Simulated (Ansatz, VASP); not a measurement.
## One calculation of Te2Mo, two programs

```
CELL_PARAMETERS angstrom
3.38634 0.00000 0.00000
-1.69317 2.93266 0.00000
0.00000 0.00000 17.00063
ATOMIC_POSITIONS crystal
Te 0.33333 0.66667 0.89145
Te 0.33333 0.66667 0.10855
Mo 0.00000 0.00000 0.00000
```

Change from the starting cell: equal strain along all axes, cell held, atoms relaxed: -3.0 %.

Alike in both runs: functional PBEsol; k mesh 12 × 12 × 2; occupations gaussian, width 0.02 eV; no spin polarisation.

Ansatz relaxed the structure, and its values are those at the end. VASP's run is a single point on that final structure, the one shown.

```csv
,VASP,Ansatz
version,VASP 6.6.1,Ansatz 0.2.0
potentials or method,"VASP PAW PBE potentials, release 64 (Te, Mo_sv), cutoff 520 eV","scalar-relativistic, plane waves, PAW"
valence electrons in the cell,26,46
```

|  | VASP | Ansatz | Ansatz less VASP |
| --- | --- | --- | --- |
| gap on the k mesh at the Fermi level (eV) | 1.09 | 1.09 | 0.000 |
| least direct gap on the mesh (eV) | 1.49 | 1.49 | 0.000 |
| rms of the force components (eV/Å) | 0.015 | 0.001 | -0.0139 |

VASP's potentials were made for PBE, not for PBEsol. With one functional, cell and mesh, what is left measures potentials, basis and numerics. VASP's potentials hold 26 valence electrons a cell and Ansatz's 46, so a difference there can come from the potentials and not from the codes. Ansatz's warnings: stress scf threshold loose.

Neither program's run includes spin-orbit coupling.
